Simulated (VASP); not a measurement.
SbAu (zincblende type):

```
Au Sb
1.0
     0.00000    3.11088    3.11088
     3.11088    0.00000    3.11088
     3.11088    3.11088    0.00000
Au Sb
1 1
Direct
  0.00000 0.00000 0.00000
  0.25000 0.25000 0.25000
```

Base run:

```yaml
Program: VASP 6.6.1
Functional: PBE
Potentials_or_basis: VASP PAW PBE potentials, release 64 (Au, Sb)
Cutoff: 520 eV
k_mesh: 10 × 10 × 10
Occupations: fermi-dirac, width 0.08 eV
Spin: no spin polarisation
```

Its results: band gap on the k mesh zero (band 8 reaches 7.61 eV, above the bottom of band 9 at 3.95 eV); pressure -0.3 GPa.

Q: The run is repeated on the same cell with these changes: functional from PBE to revPBE. What comes out?

A: Band gap on the k mesh zero (band 8 reaches 7.69 eV, above the bottom of band 9 at 4.04 eV); pressure 1.0 GPa.

revPBE binds less tightly than PBE, so the same cell stands under more pressure.

Caveats: spin-orbit coupling is left out, which moves the levels of the heavy elements; the PAW data sets were made with another functional, which shifts forces and pressure a little (some runs).
